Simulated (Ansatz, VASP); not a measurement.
## Ti3O4: VASP beside Ansatz

File INCAR:

```
ALGO = Normal
EDIFF = 1E-6
ENCUT = 520
GGA = PS
ISIF = 2
ISMEAR = 0
LASPH = T
LCHARG = F
LREAL = F
LWAVE = F
NBANDS = 39
NELM = 80
PREC = Accurate
SIGMA = 0.15
```

Contents of KPOINTS:

```
k-points
0
Gamma
  8 8 14
```

POSCAR

```
Ti3O4
1.0
    2.9103695593     -3.8145748076      0.0224454112
    3.0631048005      3.9249595746     -0.1378731716
   -0.0588276351     -0.0590506763      2.9385340498
Ti O
3 4
Direct
    0.0597964070     -0.0706377828      0.5190056193
    0.4101617746     -0.0252523870      0.0742524570
    0.0779883626      0.4886184552     -0.0237922438
    0.8035928126      0.8823266829     -0.1217478018
    0.1766823058      0.7192373661      0.5212278639
    0.3299552890      0.2807184895     -0.0242663854
    0.6418230483      0.2249891762      0.5553204907
```

Input for Ansatz:

```yaml
crystal:
  lattice:
    - [2.9103695593, -3.8145748076, 0.0224454112]
    - [3.0631048005, 3.9249595746, -0.1378731716]
    - [-0.0588276351, -0.0590506763, 2.9385340498]
  atoms:
    - { symbol: Ti, position: [0.059796407, -0.0706377828, 0.5190056193] }
    - { symbol: Ti, position: [0.4101617746, -0.025252387, 0.074252457] }
    - { symbol: Ti, position: [0.0779883626, 0.4886184552, -0.0237922438] }
    - { symbol: O, position: [0.8035928126, 0.8823266829, -0.1217478018] }
    - { symbol: O, position: [0.1766823058, 0.7192373661, 0.5212278639] }
    - { symbol: O, position: [0.329955289, 0.2807184895, -0.0242663854] }
    - { symbol: O, position: [0.6418230483, 0.2249891762, 0.5553204907] }
basis:
  ecutwfc: 420
kpoints:
  mp_grid: { grid: [8, 8, 14] }
hamiltonian:
  xc: pbesol
scf:
  occupations: { method: gaussian, width: 0.15 }
output:
  forces: true
  stress: true
  eigenvalues: true
```

Change from the starting cell: all atoms moved at random (sigma 0.3 Å a component), cell strained at random (sigma 0.03).

Alike in both runs: task single point; functional PBEsol; k mesh 8 × 8 × 14; occupations gaussian, width 0.15 eV; no spin polarisation.

```csv
,VASP,Ansatz
version,VASP 6.6.1,Ansatz 0.2.0
potentials or method,"VASP PAW PBE potentials, release 64 (Ti_sv, O), cutoff 520 eV","scalar-relativistic, plane waves, PAW"
valence electrons in the cell,60,60
```

|  | VASP | Ansatz | Ansatz less VASP |
| --- | --- | --- | --- |
| gap on the k mesh at the Fermi level (eV) | none | none | - |
| pressure (GPa) | 107.9 | 99.4 | -8.55 |
| traceless stress, the component that is largest in VASP (GPa) | 104.71 | 91.10 | -13.606 |
| rms of the force components (eV/Å) | 16.389 | 14.263 | -2.1255 |

VASP's potentials were made for PBE, not for PBEsol. Atom by atom the forces differ by 2.206 eV/Å (rms over components). A gap of «none» marks a metal or a gap that the smearing closes. Both programs put the cell under a high pressure, so it lies far from rest at this level.

Noted on VASP's run: the cell as given lies far from equilibrium.
